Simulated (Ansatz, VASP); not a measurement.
## Co in VASP and in Ansatz

INCAR

```
PREC     = Accurate       # precision mode
ENCUT    = 520            # plane-wave cutoff, eV
EDIFF    = 1E-6           # SCF threshold, eV
ISMEAR   = -1             # smearing method
SIGMA    = 0.05           # smearing width, eV
LREAL    = False          # projectors in reciprocal space
LASPH    = True           # aspherical terms in the spheres
NELM     = 150            # most SCF steps
ALGO     = Normal         # electronic algorithm
ISIF     = 2              # what is computed and relaxed
LWAVE    = False          # write WAVECAR
LCHARG   = False          # write CHGCAR
ISPIN    = 2              # spin polarisation
MAGMOM   = 1.703 1.703 1.72 1.72 # initial moments
LORBIT   = 11             # projections on sites
LMAXMIX  = 4              # l up to which the mixer works
GGA      = B5             # functional
ALDAX    = 1.0          
AGGAX    = 1.0          
AGGAC    = 1.0          
ALDAC    = 0.0          
NBANDS   = 30             # bands
```

KPOINTS

```
Automatic mesh
0
Gamma
  16 16 5
```

Contents of POSCAR:

```
Co
1.0
    2.5994422529      0.0000000000      0.0000000000
   -1.2997211265      2.2511830267      0.0000000000
    0.0000000000      0.0000000000      8.4065253419
Co
4
Direct
    0.0000000000      0.0000000000      0.0000000000
    1.0000000000      1.0000000000      0.5000000000
    0.3333333333      0.6666666667      0.2500000000
    0.6666666667      0.3333333333      0.7500000000
```

Input for Ansatz:

```yaml
crystal:
  lattice:
    - [2.5994422529, 0.0, 0.0]
    - [-1.2997211265, 2.2511830267, 0.0]
    - [0.0, 0.0, 8.4065253419]
  atoms:
    - { symbol: Co, position: [0.0, 0.0, 0.0], spin: 1.703 }
    - { symbol: Co, position: [1.0, 1.0, 0.5], spin: 1.703 }
    - { symbol: Co, position: [0.3333333333, 0.6666666667, 0.25], spin: 1.72 }
    - { symbol: Co, position: [0.6666666667, 0.3333333333, 0.75], spin: 1.72 }
hamiltonian:
  xc: blyp
  pseudopotentials:
    kind: paw
    azcp:
      Co: "pseudopotentials/Co.paw.azcp"
basis:
  ecutwfc: 420
  fft_grid_basis: typed
kpoints:
  mp_grid: { grid: [16, 16, 5], shift: [0, 0, 0] }
magnetization:
  spin_polarized: true
scf:
  occupations: { method: fermi_dirac, width: 0.05 }
  lower_state_search: "off"
output:
  stress: true
  write_density: true
  write_potential: true
  elf: true
  volumetric_format: npy
```

Alike in both runs: task single point; functional BLYP; k mesh 16 × 16 × 5; occupations fermi-dirac, width 0.05 eV; collinear spin.

```csv
,VASP,Ansatz
version,VASP 6.6.1,Ansatz 0.2.0
potentials or method,"VASP PAW PBE potentials, release 64 (Co), cutoff 520 eV","plane waves (420 eV) with PAW, scalar-relativistic"
valence electrons in the cell,36,68
```

```csv
,VASP,Ansatz,Ansatz less VASP
pressure (GPa),-11.9,-11.8,+0.10
"traceless stress, the component that is largest in VASP (GPa)",-0.09,-0.02,+0.070
net moment per atom (μB),1.69,1.70,+0.015
size of the moment on the site where the two differ most (μB),1.73,1.78,+0.055
```

VASP's potentials were made for PBE, not for BLYP. Site moments also hang on the region over which each program counts them. With one functional, cell and mesh, what is left measures potentials, basis and numerics. VASP's potentials hold 36 valence electrons a cell and Ansatz's 68, so a difference there can come from the potentials and not from the codes.
